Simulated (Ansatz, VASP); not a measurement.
## Ti: VASP beside Ansatz

Contents of INCAR:

```
SYSTEM = Ti
PREC     = Accurate       ! precision mode
ENCUT    = 520            ! plane-wave cutoff, eV
EDIFF    = 1E-7           ! SCF threshold, eV
ISMEAR   = -1             ! smearing method
SIGMA    = 0.05           ! smearing width, eV
LREAL    = .False.        ! projectors in reciprocal space
LASPH    = .True.         ! aspherical terms in the spheres
NELM     = 80             ! most SCF steps
ALGO     = Normal         ! electronic algorithm
ISIF     = 2              ! what is computed and relaxed
LWAVE    = .False.        ! write WAVECAR
LCHARG   = .False.        ! write CHGCAR
GGA      = PE             ! functional
NBANDS   = 12             ! bands
```

Contents of KPOINTS:

```
Automatic mesh
0
Gamma
  14 14 14
  0 0 0
```

Contents of POSCAR:

```
Ti
1.0
   -1.6410000000      1.6410000000      1.6410000000
    1.6410000000     -1.6410000000      1.6410000000
    1.6410000000      1.6410000000     -1.6410000000
Ti
1
Direct
    0.0000000000      0.0000000000      0.0000000000
```

Input for Ansatz:

```yaml
crystal:
  lattice:
    - [-1.641, 1.641, 1.641]
    - [1.641, -1.641, 1.641]
    - [1.641, 1.641, -1.641]
  atoms:
    - { symbol: Ti, position: [0.0, 0.0, 0.0] }
kpoints:
  mp_grid: { grid: [14, 14, 14] }
  band_path:
    path:
      - [0.0, 0.0, 0.0]
      - [0.5, -0.5, 0.5]
      - [0.0, 0.0, 0.5]
      - [0.0, 0.0, 0.0]
      - [0.25, 0.25, 0.25]
      - [0.5, -0.5, 0.5]
      - [0.25, 0.25, 0.25]
      - [0.0, 0.0, 0.5]
    npoints: 5
scf:
  occupations: { method: fermi_dirac, width: 0.05 }
hamiltonian:
  xc: pbe
  pseudopotentials:
    kind: all_electron
    lapw: { basis_error: 0.00025 }
    relativity: none
output:
  forces: true
  stress: true
  eigenvalues: true
```

Alike in both runs: task single point; functional PBE; k mesh 14 × 14 × 14; occupations fermi-dirac, width 0.05 eV; no spin polarisation.

|  | VASP | Ansatz |
| --- | --- | --- |
| version | VASP 6.6.1 | Ansatz 0.2.0 |
| potentials or method | VASP PAW PBE potentials, release 64 (Ti_sv), cutoff 520 eV | all-electron LAPW, non-relativistic |

|  | VASP | Ansatz | Ansatz less VASP |
| --- | --- | --- | --- |
| pressure (GPa) | -2.6 | -2.1 | +0.47 |

Ansatz ran all-electron here, and VASP with PAW potentials.
